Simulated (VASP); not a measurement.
# BN (P6_3/mmc) in VASP: notebook

The runs below take BN through relaxation of cell and atoms, single point, with PBEsol+D4, HSE06, PBE0, b88 exchange, pbe correlation.

Everything below comes from runs of VASP 6.6.1. Logs are shortened: lines on timing, memory, paths and dates and some standing lists are left out, and cuts for length are marked.

## (1) The cell of the first run

It takes space group P6_3/mmc (No. 194, hexagonal). Conventional cell: a = 2.498 Å, b = 2.498 Å, c = 6.636 Å, α = 90.00°, β = 90.00°, γ = 120.00°. N (site symmetry -6m2) has 3 B at 1.44 Å within 1.9 Å. Within 1.9 Å of B (site symmetry -6m2) lie 3 N at 1.44 Å.

## (2) Relaxation of cell and atoms, PBEsol+D4

The input, INCAR:

```
SYSTEM = BN
PREC = Accurate
ENCUT = 600
EDIFF = 1E-6
ISMEAR = -1
SIGMA = 0.05
LREAL = .FALSE.
LASPH = .TRUE.
NELM = 60
ALGO = Normal
ISIF = 3
LWAVE = .FALSE.
LCHARG = .FALSE.
GGA = PS
IVDW = 13
IBRION = 2
NSW = 60
EDIFFG = -0.01
```

The input, KPOINTS:

```
regular mesh
0
G
  12 12 4
  0 0 0
```

The input, POSCAR:

```
BN
1.0
    2.4982400000      0.0000000000      0.0000000000
   -1.2491200000      2.1635393048      0.0000000000
    0.0000000000      0.0000000000      6.6357000000
N B
2 2
Direct
    0.6666666667      0.3333333333      0.2500000000
    0.3333333333      0.6666666667      0.7500000000
    0.6666666667      0.3333333333      0.7500000000
    0.3333333333      0.6666666667      0.2500000000
```

Potentials or basis: VASP PAW PBE potentials, release 64 (N, B).

The run is started by

```
> cat potpaw_PBE.64/N/POTCAR potpaw_PBE.64/B/POTCAR > POTCAR
> mpirun -np 1 vasp_std > vasp.out
```

OUTCAR:

```text
SYSTEM = BN
   PREC = Accurate
   ENCUT = 600
   EDIFF = 1E-6
   ISMEAR = -1
   LREAL = .FALSE.
   LASPH = .TRUE.
   NELM = 60
   ISIF = 3
   GGA = PS
   IVDW = 13
   IBRION = 2
   NSW = 60
   EDIFFG = -0.01

 ion  position               nearest neighbor table
   1  0.667  0.333  0.250-   4 1.44   4 1.44   4 1.44
   2  0.333  0.667  0.750-   3 1.44   3 1.44   3 1.44
   3  0.667  0.333  0.750-   2 1.44   2 1.44   2 1.44
   4  0.333  0.667  0.250-   1 1.44   1 1.44   1 1.44

  LATTYP: Found a hexagonal cell.
 ALAT       =     2.4982400000
 C/A-ratio  =     2.6561499296

  Lattice vectors:

 A1 = (   2.4982400000,   0.0000000000,   0.0000000000)
 A2 = (  -1.2491200000,   2.1635393048,   0.0000000000)
 A3 = (   0.0000000000,   0.0000000000,   6.6357000000)

Analysis of symmetry for initial positions (statically):
=====================================================================
 Subroutine PRICEL returns:
 Original cell was already a primitive cell.

 Routine SETGRP: Setting up the symmetry group for a
 hexagonal supercell.

 Subroutine GETGRP returns: Found 24 space group operations
 (whereof 12 operations were pure point group operations)
 out of a pool of 24 trial point group operations.

The static configuration has the point symmetry D_3d.
 The point group associated with its full space group is D_6h.

Analysis of symmetry for dynamics (positions and initial velocities):
=====================================================================
 Subroutine PRICEL returns:
 Original cell was already a primitive cell.

 Routine SETGRP: Setting up the symmetry group for a
 hexagonal supercell.

 Subroutine GETGRP returns: Found 24 space group operations
 (whereof 12 operations were pure point group operations)
 out of a pool of 24 trial point group operations.

The dynamic configuration has the point symmetry D_3d.
 The point group associated with its full space group is D_6h.

 Subroutine INISYM returns: Found 24 space group operations
 (whereof 12 operations are pure point group operations),
 and found     1 'primitive' translations

----------------------------------------------------------------------------------------

                                     Primitive cell

  volume of cell :      35.8662

  direct lattice vectors                    reciprocal lattice vectors
     2.498240000  0.000000000  0.000000000     0.400281798  0.231102804  0.000000000
    -1.249120000  2.163539305  0.000000000     0.000000000  0.462205608  0.000000000
     0.000000000  0.000000000  6.635700000     0.000000000  0.000000000  0.150700002

  length of vectors
     2.498240000  2.498240000  6.635700000     0.462205608  0.462205608  0.150700002

  position of ions in fractional coordinates (direct lattice)
     0.666666667  0.333333333  0.250000000
     0.333333333  0.666666667  0.750000000
     0.666666667  0.333333333  0.750000000
     0.333333333  0.666666667  0.250000000

  ion indices of the primitive-cell ions
   primitive index   ion index
                 1           1
                 2           2
                 3           3
                 4           4

----------------------------------------------------------------------------------------

 KPOINTS: regular mesh

Automatic generation of k-mesh.
 Grid dimensions read from file:
 generate k-points for:   12   12    4

 Generating k-lattice:

  Cartesian coordinates                     Fractional coordinates (reciprocal lattice)
     0.033356817  0.019258567  0.000000000     0.083333333 -0.000000000  0.000000000
     0.000000000  0.038517134  0.000000000     0.000000000  0.083333333  0.000000000
     0.000000000  0.000000000  0.037675000     0.000000000  0.000000000  0.250000000

  Length of vectors
     0.038517134  0.038517134  0.037675000

  Shift w.r.t. Gamma in fractional coordinates (k-lattice)
     0.000000000  0.000000000  0.000000000

 Subroutine IBZKPT returns following result:
 ===========================================

 Found     57 irreducible k-points:

 Following reciprocal coordinates:
            Coordinates               Weight
  0.000000  0.000000  0.000000      1.000000
  0.083333 -0.000000  0.000000      6.000000
  0.166667  0.000000  0.000000      6.000000
  0.250000  0.000000  0.000000      6.000000
  0.333333  0.000000  0.000000      6.000000
  0.416667  0.000000  0.000000      6.000000
[... 16 lines left out ...]
  0.250000  0.000000  0.250000     12.000000
  0.333333  0.000000  0.250000     12.000000
 [... further k-points ...]
   k-points           NKPTS =     57   k-points in BZ     NKDIM =     57   number of bands    NBANDS=     12
   number of dos      NEDOS =    301   number of ions     NIONS =      4
   total plane-waves  NPLWV =  21600
   dimension x,y,z NGX =    20 NGY =   20 NGZ =   54
   dimension x,y,z NGXF=    40 NGYF=   40 NGZF=  108
   ions per type =               2   2
   NGX,Y,Z   is equivalent  to a cutoff of  13.31, 13.31, 13.53 a.u.
   NGXF,Y,Z  is equivalent  to a cutoff of  26.62, 26.62, 27.06 a.u.
 SYSTEM =  BN
   PREC   = accura    normal or accurate (medium, high low for compatibility)
   ISTART =      0    job   : 0-new  1-cont  2-samecut
   ICHARG =      2    charge: 1-file 2-atom 10-const
   ISPIN  =      1    spin polarized calculation?
   LNONCOLLINEAR =      F non collinear calculations
   LSORBIT =      F    spin-orbit coupling
   LASPH  =      T    aspherical Exc in radial PAW
   ENCUT  =  600.0 eV  44.10 Ry    6.64 a.u.   4.99  4.99 13.25*2*pi/ulx,y,z
   NELM   =     60;   NELMIN=  2; NELMDL= -5     # of ELM steps
   EDIFF  = 0.1E-05   stopping-criterion for ELM
   LREAL  =      F    real-space projection
   EDIFFG = -.1E-01   stopping-criterion for IOM
   NSW    =     60    number of steps for IOM
   IBRION =      2    ionic relax: 0-MD 1-quasi-New 2-CG
   NFREE  =      1    steps in history (QN), initial steepest desc. (CG)
   ISIF   =      3    stress and relaxation
   ISYM   =      2    0-nonsym 1-usesym 2-fastsym
   POTIM  = 0.5000    time-step for ionic-motion
   TEBEG  =    0.0;   TEEND  =   0.0 temperature during run
   PSTRESS=    0.0 pullay stress
   NELECT =      16.0000    total number of electrons
   NUPDOWN=      -1.0000    fix difference up-down
   EMIN   =  10.00;   EMAX   =-10.00  energy-range for DOS
   EFERMI =   0.00;   METHOD = LEGACY
   ISMEAR =    -1;   SIGMA  =   0.05  broadening in eV -4-tet -1-fermi 0-gaus
   EFERMI_NEDOS =   21; number of points for ismear=-14 and -15
   IALGO  =     38    algorithm
   IMIX   =      4    mixing-type and parameters
     AMIX     =   0.40;   BMIX     =  1.00
     AMIX_MAG =   1.60;   BMIX_MAG =  1.00
  volume/ion in A,a.u.               =       8.97        60.51
  Fermi-wavevector in a.u.,A,eV,Ry     =   1.250891  2.363842 21.289433  1.564729
  Thomas-Fermi vector in A             =   2.384864
   LORBIT       =      0    0 simple, 1 ext, 2 COOP (PROOUT), +10 PAW based schemes
   GGA     = PS    functional components
   LHFCALC =     F    Hartree Fock is set to
   AEXX    =    0.0000 exact exchange contribution
   IVDW    =    13    specifies the selected vdW correction
   LEPSILON=     F    determine dielectric tensor
   LRPA    =     F    only Hartree local field effects (RPA)
 conjugate gradient relaxation of ions
 non-spin polarized calculation
  energy-cutoff  :      600.00
  volume of cell :       35.87
 maximum number of plane-waves:      1224
 NGX is ok and might be reduce to    20
   NGX =  9   NGY =  9   NGZ = 27

--------------------------------------- Ionic step        1  -------------------------------------------

 number of electron      15.9999998 magnetization

 Free energy of the ion-electron system (eV)
  ---------------------------------------------------
  ext. energy  EPLUGINS =         0.00000000
  ---------------------------------------------------
  free energy    TOTEN  =       -36.56981712 eV

  energy without entropy =      -36.56981712  energy(sigma->0) =      -36.56981712

------------------------ aborting loop because EDIFF is reached ----------------------------------------

  DFT-D4 for vdW energy calculation

  Edisp (eV):   -0.37147

  FORCE on cell =-STRESS in cart. coord.  units (eV):
  Direction    XX          YY          ZZ          XY          YZ          ZX
  --------------------------------------------------------------------------------------
  -------------------------------------------------------------------------------------
  Total       0.39675     0.39675    -0.19962    -0.00000     0.00000     0.00000
  in kB      17.72313    17.72313    -8.91713    -0.00000     0.00000     0.00000
  external pressure =        8.84 kB  Pullay stress =        0.00 kB
[... 275 lines left out ...]
  energy  without entropy=      -36.9442751081  energy(sigma->0) =      -36.94427511

--------------------------------------- Ionic step        8  -------------------------------------------

 number of electron      15.9999999 magnetization

 Free energy of the ion-electron system (eV)
  ---------------------------------------------------
  ext. energy  EPLUGINS =         0.00000000
  ---------------------------------------------------
  free energy    TOTEN  =       -36.56325684 eV

  energy without entropy =      -36.56325684  energy(sigma->0) =      -36.56325684

 E-fermi :   3.5592     XC(G=0): -10.5372

 val. band max:        2.5123073508   @ k =   0.3333   0.2500   0.0000
 cond. band min:       6.5991942617   @ k =   0.5000   0.0000   0.0000
 fundamental gap:      4.0868869109
 Fermi energy:         3.5591815319

 k-point     1 :       0.0000    0.0000    0.0000
  band No.  band energies     occupation
      1     -15.3353      2.00000
      2     -14.9429      2.00000
      3      -3.9887      2.00000
      4      -1.4244      2.00000
      5       1.1719      2.00000
      6       1.1719      2.00000
      7       1.2247      2.00000
      8       1.2247      2.00000
      9       7.7607      0.00000
     10      13.0728      0.00000
     11      13.9786      0.00000
     12      13.9786      0.00000
[... 331 lines left out ...]
 k-point    24 :       0.3333    0.0000    0.2500
  band No.  band energies     occupation
      1     -13.2822      2.00000
      2     -13.0813      2.00000
      3      -4.4202      2.00000
      4      -4.3374      2.00000
      5      -1.0963      2.00000
      6      -1.0353      2.00000
      7      -0.8720      2.00000
      8       0.6019      2.00000
      9       9.2043      0.00000
     10       9.9536      0.00000
     11      11.4932      0.00000
     12      12.6502      0.00000

 [... further k-points ...]

------------------------ aborting loop because EDIFF is reached ----------------------------------------

  DFT-D4 for vdW energy calculation

  Edisp (eV):   -0.38240

  FORCE on cell =-STRESS in cart. coord.  units (eV):
  Direction    XX          YY          ZZ          XY          YZ          ZX
  --------------------------------------------------------------------------------------
  -------------------------------------------------------------------------------------
  Total      -0.02271    -0.02271    -0.00707    -0.00000     0.00000     0.00000
  in kB      -1.04571    -1.04571    -0.32560    -0.00000     0.00000     0.00000
  external pressure =       -0.81 kB  Pullay stress =        0.00 kB
[... 19 lines left out ...]
  FREE ENERGIE OF THE ION-ELECTRON SYSTEM (eV)
  ---------------------------------------------------
  free  energy   TOTEN  =       -36.9456592377 eV

  energy  without entropy=      -36.9456592376  energy(sigma->0) =      -36.94565924

 reached required accuracy - stopping structural energy minimisation
```

Wall time 2.7 min (1 thread of Intel Xeon Platinum 8259CL at 2.50GHz (Skylake/Cascade Lake), shared host); peak memory 0.17 GiB.

Results:

```
Free energy                           : -36.9457 eV
Relaxed volume                        : 8.70 Å³/atom
Relaxed cell                          : a = 2.503 Å, b = 2.503 Å, c = 6.416 Å, α = 90.00°, β = 90.00°, γ = 120.00°
Space group after relaxing (to 0.1 Å) : P6_3/mmc (No. 194)
Energy gained by relaxing             : 1.1 meV/atom
Ionic steps                           : 8
Pressure after relaxing               : -0.1 GPa
Band gap on the k mesh                : 4.09 eV (least direct gap 4.47 eV)
Dispersion energy per atom            : -0.096 eV
```

Step by step:
| step | energy change (eV) | largest force (eV/Å) | pressure (GPa) | volume (Å³) |
| --- | --- | --- | --- | --- |
| 1 | 0.0000 | 0.0000 | 0.88 | 35.87 |
| 2 | 0.0013 | 0.0000 | -2.56 | 36.12 |
| 3 | -0.0008 | 0.0000 | -0.44 | 35.96 |
| 4 | -0.0013 | 0.0000 | -0.42 | 35.88 |
| 5 | -0.0025 | 0.0000 | -0.34 | 35.62 |
| 6 | -0.0040 | 0.0000 | -0.19 | 35.12 |
| 7 | -0.0030 | 0.0000 | 0.22 | 34.10 |
| 8 | -0.0044 | 0.0000 | -0.08 | 34.80 |

Final structure:
```yaml
crystal:
  lattice:
    - [2.50259, 0.00000, 0.00000]
    - [-1.25130, 2.16731, 0.00000]
    - [0.00000, 0.00000, 6.41572]
  atoms:
    - { symbol: N, position: [0.66667, 0.33333, 0.25000] }
    - { symbol: N, position: [0.33333, 0.66667, 0.75000] }
    - { symbol: B, position: [0.66667, 0.33333, 0.75000] }
    - { symbol: B, position: [0.33333, 0.66667, 0.25000] }
```

Levels at points of the mesh, in eV from the valence-band top:
```tsv
k point	band 4	band 5	band 6	band 7	band 8	band 9	band 10	band 11	band 12
(0.00, 0.00, 0.00)	-3.94	-1.34	-1.34	-1.29	-1.29	5.25	10.56	11.47	11.47
(0.50, 0.00, 0.00)	-8.88	-4.18	-4.09	-1.62	-0.39	4.09	5.73	9.46	9.84
(0.00, 0.00, 0.50)	-5.38	-1.31	-1.31	-1.31	-1.31	7.85	7.85	11.55	11.55
(0.50, 0.00, 0.50)	-8.93	-4.13	-4.13	-0.97	-0.97	4.60	4.60	9.86	9.86
```

Caveat: the PAW data sets were made with another functional, which shifts forces and pressure a little.

## (3) Single point, HSE06

POSCAR is that of step 2.

The input, INCAR.step1:

```
SYSTEM = BN
ALGO = Normal ; EDIFF = 1E-5
ENCUT = 520 ; GGA = PE
ISIF = 2 ; ISMEAR = -1
LASPH = .True. ; LREAL = .False.
LWAVE = .True. ; NBANDS = 16
NELM = 80 ; PREC = Accurate
SIGMA = 0.05
```

The input, INCAR.step2:

```
SYSTEM = BN
ALGO = Normal ; EDIFF = 1E-6
ENCUT = 520 ; GGA = PE
HFSCREEN = 0.2079 ; ISIF = 2
ISMEAR = -1 ; ISTART = 1
LASPH = .True. ; LCHARG = .True.
LELF = .True. ; LHFCALC = .True.
LREAL = .False. ; LVHAR = .True.
LWAVE = .False. ; NBANDS = 16
NELM = 80 ; PREC = Accurate
PRECFOCK = Normal ; SIGMA = 0.05
```

The input, KPOINTS:

```
k-points
0
Gamma
  7 7 3
  0 0 0
```

Potentials or basis: VASP PAW PBE potentials, release 64 (N, B).

The run is started by

```
> cat potpaw_PBE.64/N/POTCAR potpaw_PBE.64/B/POTCAR > POTCAR
> cp INCAR.step1 INCAR
> mpirun -np 1 vasp_std > vasp.out
> cp INCAR.step2 INCAR
> mpirun -np 1 vasp_std > vasp.out
```

It took 18 min on 1 thread of Intel Xeon Platinum 8259CL at 2.50GHz (Skylake/Cascade Lake), shared host; peak memory 0.26 GiB.

The run converged. Its results:

```
Free energy            : -40.7812 eV
Pressure               : 0.3 GPa
Band gap on the k mesh : 5.84 eV (least direct gap 6.07 eV)
```

Stress tensor (GPa, compression positive):
```
-0.74  0.00  0.00
 0.00 -0.74  0.00
 0.00  0.00  2.26
```

Levels at points of the mesh, in eV from the valence-band top:
| k point | band 6 | band 7 | band 8 | band 9 | band 10 | band 11 |
| --- | --- | --- | --- | --- | --- | --- |
| (0.00, 0.00, 0.00) | -1.54 | -1.50 | -1.50 | 6.46 | 12.10 | 13.38 |

Caveat: the PAW data sets were made with another functional, which shifts forces and pressure a little; this functional lacks dispersion, which binds layers or chains, so the pressure and a relaxed spacing across them are unreliable.

## (4) Single point, PBE0

POSCAR is that of step 3.

The input, INCAR.step1:

```
SYSTEM = BN
ALGO = Normal
EDIFF = 1E-5
ENCUT = 520
GGA = PE
ISIF = 2
ISMEAR = -1
LASPH = .True.
LCHARG = .False.
LREAL = .False.
LWAVE = .True.
NBANDS = 16
NELM = 60
PREC = Accurate
SIGMA = 0.05
```

The input, INCAR.step2:

```
SYSTEM = BN
AEXX = 0.25
ALGO = Normal
EDIFF = 1E-6
ENCUT = 520
GGA = PE
ISIF = 2
ISMEAR = -1
ISTART = 1
LASPH = .True.
LCHARG = .False.
LHFCALC = .True.
LREAL = .False.
LWAVE = .False.
NBANDS = 16
NELM = 60
PREC = Accurate
PRECFOCK = Normal
SIGMA = 0.05
```

KPOINTS is that of step 3.

The run is started by

```
> cat potpaw_PBE.64/N/POTCAR potpaw_PBE.64/B/POTCAR > POTCAR
> cp INCAR.step1 INCAR
> mpirun -np 1 vasp_std > vasp.out
> cp INCAR.step2 INCAR
> mpirun -np 1 vasp_std > vasp.out
```

Wall time 16 min (1 thread of Intel Xeon Platinum 8259CL at 2.50GHz (Skylake/Cascade Lake), shared host); peak memory 0.16 GiB.

The run converged. Its results:

```
Free energy            : -42.6914 eV
Pressure               : 0.2 GPa
Band gap on the k mesh : 6.61 eV (least direct gap 6.84 eV)
```

Stress tensor (GPa, compression positive):
```
-0.77  0.00  0.00
 0.00 -0.77  0.00
 0.00  0.00  2.04
```

Levels at points of the mesh, in eV from the valence-band top:
```tsv
k point	band 4	band 5	band 6	band 7	band 8	band 9	band 10	band 11	band 12	band 13
(0.00, 0.00, 0.00)	-4.52	-1.55	-1.55	-1.51	-1.51	7.19	12.86	14.16	14.16	14.31
```

Caveat: the PAW data sets were made with another functional, which shifts forces and pressure a little; this functional lacks dispersion, which binds layers or chains, so the pressure and a relaxed spacing across them are unreliable.

[end of part 1 of 2]
